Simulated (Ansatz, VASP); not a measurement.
# Two plane-wave programs on Ag

Contents of POSCAR:

```
Ag
1.0
    0.0000000000      1.9052936835      1.9052936835
    1.9052936835      0.0000000000      1.9052936835
    1.9052936835      1.9052936835      0.0000000000
Ag
1
Direct
    0.0000000000      0.0000000000      0.0000000000
```

INCAR.step1

```
PREC = Accurate
ENCUT = 520
ISMEAR = -1
SIGMA = 0.1
LREAL = F
LASPH = T
NELM = 100
NBANDS = 12
GGA = PE
ALGO = Normal
EDIFF = 1E-4
LWAVE = T
LCHARG = F
```

Contents of INCAR.step2:

```
PREC = Accurate
ENCUT = 520
EDIFF = 1E-6
ISMEAR = -1
SIGMA = 0.1
LREAL = F
LASPH = T
NELM = 100
ALGO = Normal
ISIF = 2
LWAVE = F
LCHARG = T
METAGGA = R2SCAN
LMIXTAU = T
LELF = T
LVHAR = T
NBANDS = 12
ISTART = 1
```

Contents of KPOINTS:

```
Automatic mesh
0
Gamma
  18 18 18
```

Input for Ansatz:

```yaml
crystal:
  lattice:
    - [0.0, 1.9052936835, 1.9052936835]
    - [1.9052936835, 0.0, 1.9052936835]
    - [1.9052936835, 1.9052936835, 0.0]
  atoms:
    - { symbol: Ag, position: [0.0, 0.0, 0.0] }
kpoints:
  mp_grid: { grid: [18, 18, 18] }
scf:
  occupations: { method: fermi_dirac, width: 0.1 }
hamiltonian:
  xc: r2scan
  pseudopotentials: { kind: paw }
output:
  forces: true
  stress: true
  eigenvalues: true
  populations: true
```

Change from the starting cell: volume scaled by 0.8, PAW files.

Alike in both runs: task single point; functional r2SCAN; k mesh 18 × 18 × 18; occupations fermi-dirac, width 0.1 eV; no spin polarisation.

|  | VASP | Ansatz |
| --- | --- | --- |
| version | VASP 6.6.1 | Ansatz 0.2.0 |
| potentials or method | VASP PAW PBE potentials, release 64 (Ag) | PAW with Ansatz's default frozen-core files, scalar-relativistic |
| plane-wave cutoff (eV) | 520 | 500 |
| valence electrons in the cell | 11 | 19 |

```tsv
	VASP	Ansatz	Ansatz less VASP
pressure (GPa)	44.4	43.5	-0.89
```

VASP's potentials were made for PBE, not for r2SCAN. Both programs put the cell under a high pressure, so it lies far from rest at this level. The functional is the same, so the differences come from potentials, cutoffs and numerics. VASP's potentials hold 11 valence electrons a cell and Ansatz's 19, so a difference there can come from the potentials and not from the codes.
